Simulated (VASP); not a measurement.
Crystal: CrSiS.

```
Cr Si S
1.0
     2.87618    0.00000    0.00000
     0.00000    2.87618    0.00000
     0.00000    0.00000    4.96643
Cr Si S
1 1 1
Direct
  0.50000 0.50000 0.27689
  0.00000 0.00000 0.99257
  0.00000 0.00000 0.53680
```

The cell was generated, and may not be a known phase.

- Program: VASP 6.6.1
- Task: relaxation of cell and atoms
- Functional: PBE
- Potentials or basis: VASP PAW PBE potentials, release 64 (Cr_pv, Si, S)
- Cutoff: 600 eV
- k mesh: 12 × 12 × 8
- Occupations: gaussian, width 0.1 eV
- Spin: no spin polarisation

At the start: pressure -0.2 GPa; volume 13.69 Å³/atom.

Question: How do energy, volume and symmetry change on relaxing?

Answer: Over 6 steps the energy falls by 2.1 meV/atom and the volume is 13.68 Å³/atom (-0.1 %); space group P4mm (No. 99, to 0.1 Å) before and after.

Step by step:
```
step  energy change (eV)  largest force (eV/Å)  pressure (GPa)  volume (Å³)
   1              0.0000                0.3259           -0.16        41.08
   2             -0.0059                0.0496            0.28        41.00
   3             -0.0059                0.0602            0.24        41.01
   4             -0.0062                0.0061           -0.26        41.12
   5             -0.0062                0.0114           -0.12        41.10
   6             -0.0062                0.0062            0.00        41.05
```

Final structure:
```
Cr Si S
1.0
     2.88107    0.00000    0.00000
     0.00000    2.88107    0.00000
     0.00000    0.00000    4.94561
Cr Si S
1 1 1
Direct
  0.50000 0.50000 0.28027
  0.00000 0.00000 0.99239
  0.00000 0.00000 0.53360
```

Caveat: the run has no spin polarisation, though such a crystal can be magnetic.
